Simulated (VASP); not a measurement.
## Ta2N: single point with RPBE

The system is Ta2N.

```
Ta N
1.0
     3.11286    0.00000    0.00000
    -1.55643    2.69582    0.00000
     0.00000    0.00000    4.86984
Ta N
2 1
Cartesian
  1.5564 0.8986 3.6294
  0.0000 1.7972 1.2404
  0.0000 0.0000 0.0000
```

```yaml
Program: VASP 6.6.1
Task: single point
Functional: RPBE
Potentials_or_basis: VASP PAW PBE potentials, release 64 (Ta_pv, N)
Cutoff: 520 eV
k_mesh: 3 × 3 × 2
Occupations: methfessel-paxton, width 0.011 eV
Spin: no spin polarisation
Dipole_correction: no
Further_INCAR_settings: ALGO = Normal; EDIFF = 1e-06; NBANDS = 20
```

- Pressure: 6.2 GPa
- Largest force: 1.885 eV/Å

Forces on the atoms (eV/Å):
```
Ta   0.000  0.000 -1.885
Ta   0.000  0.000  1.885
N    0.000  0.000  0.000
```

Stress tensor (GPa, compression positive):
```
-0.91  0.00  0.00
 0.00 -0.91  0.00
 0.00  0.00 20.37
```

Levels at points of the mesh, in eV from the Fermi level:
```
           k point  band 9  band 10  band 11  band 12  band 13  band 14  band 15  band 16  band 17  band 18
(0.00, 0.00, 0.00)   -6.26    -6.26    -5.24    -0.93    -0.48    -0.48     0.00     0.00     0.05     0.91
(0.00, 0.00, 0.50)   -6.43    -6.43    -3.12    -2.91    -1.36    -1.36     1.54     1.61     2.00     2.00
```

Wall time 5 s on 1 thread of Intel(R) Xeon(R) Platinum 8488C (Sapphire Rapids), with other jobs on the host, peak memory 0.15 GiB.

Caveat: the k points lie up to 0.78 Å⁻¹ apart; the PAW data sets were made with another functional, which shifts forces and pressure a little; spin-orbit coupling is left out, which moves the levels of the heavy elements.
